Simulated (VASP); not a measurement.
Set up this calculation in VASP 6.6.1, as the native input.

| Item | Value |
| --- | --- |
| Task | single point |
| Functional | r2SCAN |
| Potentials or basis | VASP PAW PBE potentials, release 64 (Ta_pv) |
| Cutoff | 520 eV |
| k mesh | 20 × 20 × 20 |
| Occupations | gaussian, width 0.15 eV |
| Spin | no spin polarisation |
| Dipole correction | no |
| Further INCAR settings | ALGO = Normal; EDIFF = 1e-06; NBANDS = 12 |

Crystal: Ta.

```xyz
1
Lattice="-1.7256 1.6513 1.6513 1.7256 -1.6513 1.6513 1.7256 1.6513 -1.6513" Properties=species:S:1:pos:R:3 pbc="T T T"
Ta    0.0000    0.0000    0.0000
```

This cell differs from its parent crystal: strain +0.0450 x Voigt [1, 0, 0, 0, 0, 0].

The input as run:

POSCAR

```
Ta
1.0
   -1.7255876000      1.6512800000      1.6512800000
    1.7255876000     -1.6512800000      1.6512800000
    1.7255876000      1.6512800000     -1.6512800000
Ta
1
Direct
    0.0000000000      0.0000000000      0.0000000000
```

INCAR.step1

```
PREC     = Accurate       # precision mode
ENCUT    = 520            # plane-wave cutoff, eV
ISMEAR   = 0              # smearing method
SIGMA    = 0.15           # smearing width, eV
LREAL    = False          # projectors in reciprocal space
LASPH    = True           # aspherical terms in the spheres
NELM     = 60             # most SCF steps
NBANDS   = 12             # bands
GGA      = PE             # functional
ALGO     = Normal         # electronic algorithm
EDIFF    = 1E-4           # SCF threshold, eV
LWAVE    = True           # write WAVECAR
LCHARG   = False          # write CHGCAR
```

INCAR.step2

```
PREC     = Accurate       # precision mode
ENCUT    = 520            # plane-wave cutoff, eV
EDIFF    = 1E-6           # SCF threshold, eV
ISMEAR   = 0              # smearing method
SIGMA    = 0.15           # smearing width, eV
LREAL    = False          # projectors in reciprocal space
LASPH    = True           # aspherical terms in the spheres
NELM     = 60             # most SCF steps
ALGO     = Normal         # electronic algorithm
ISIF     = 2              # what is computed and relaxed
LWAVE    = False          # write WAVECAR
LCHARG   = False          # write CHGCAR
METAGGA  = R2SCAN         # meta-GGA
LMIXTAU  = True         
NBANDS   = 12             # bands
ISTART   = 1
```

KPOINTS

```
Automatic mesh
0
Gamma
  20 20 20
```

Potentials or basis: VASP PAW PBE potentials, release 64 (Ta_pv).

The run is started by

```console
$ cat potpaw_PBE.64/Ta_pv/POTCAR > POTCAR
$ cp INCAR.step1 INCAR
$ mpirun -np 1 vasp_std > vasp.out
$ cp INCAR.step2 INCAR
$ mpirun -np 1 vasp_std > vasp.out
```

It gave:

The pressure is -7.1 GPa and the band gap on the k mesh is zero (an odd number of electrons rules out a gap without spin polarisation).

Caveat: the cell differs from its parent crystal (strain +0.0450 x Voigt [1, 0, 0, 0, 0, 0]); the cell stands under tension; the PAW data sets were made with another functional, which shifts forces and pressure a little; spin-orbit coupling is left out, which moves the levels of the heavy elements.

It took 2.4 min on 1 thread of Intel(R) Xeon(R) 6975P-C (Granite Rapids), with other jobs on the host, peak memory 0.26 GiB.
